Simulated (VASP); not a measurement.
Crystal: Na4N.

```
Na N
1.0
    -2.80006    2.80006    2.80006
     2.80006   -2.80006    2.80006
     2.80006    2.80006   -2.80006
Na N
4 1
Direct
  0.50000 0.50000 0.50000
  0.50000 0.00000 0.00000
  0.00000 0.00000 0.50000
  0.00000 0.50000 0.00000
  0.00000 0.00000 0.00000
```

The cell was built from a structure type or drawn by symmetry, and may not be a known phase.

- Program: VASP 6.6.1
- Task: relaxation of cell and atoms
- Functional: PBE
- Potentials or basis: VASP PAW PBE potentials, release 64 (Na_pv, N)
- Cutoff: 600 eV
- k mesh: 4 × 4 × 4
- Occupations: gaussian, width 0.1 eV
- Spin: no spin polarisation

At the start: pressure 7.6 GPa; volume 17.56 Å³/atom.

Q: How do energy, volume and symmetry change on relaxing?

A: Over 4 steps the energy falls by 89.0 meV/atom and the volume is 22.08 Å³/atom (+25.7 %); space group Im-3m (No. 229, to 0.1 Å) before and after.

The path:
```csv
step,energy change (eV),largest force (eV/Å),pressure (GPa),volume (Å³)
1,0.0000,0.0000,7.60,87.81
2,-0.3468,0.0000,2.92,98.83
3,-0.4402,0.0000,0.58,107.82
4,-0.4450,0.0000,0.05,110.38
```

Final structure:
```
Na N
1.0
    -3.02183    3.02183    3.02183
     3.02183   -3.02183    3.02183
     3.02183    3.02183   -3.02183
Na N
4 1
Direct
  0.50000 0.50000 0.50000
  0.50000 0.00000 0.00000
  0.00000 0.00000 0.50000
  0.00000 0.50000 0.00000
  0.00000 0.00000 0.00000
```

Caveat: the k points lie up to 0.37 Å⁻¹ apart in the final cell, too coarse for converged energies and pressures of a metal; the volume moved by over 15 % at a fixed basis, so the end points are rough.
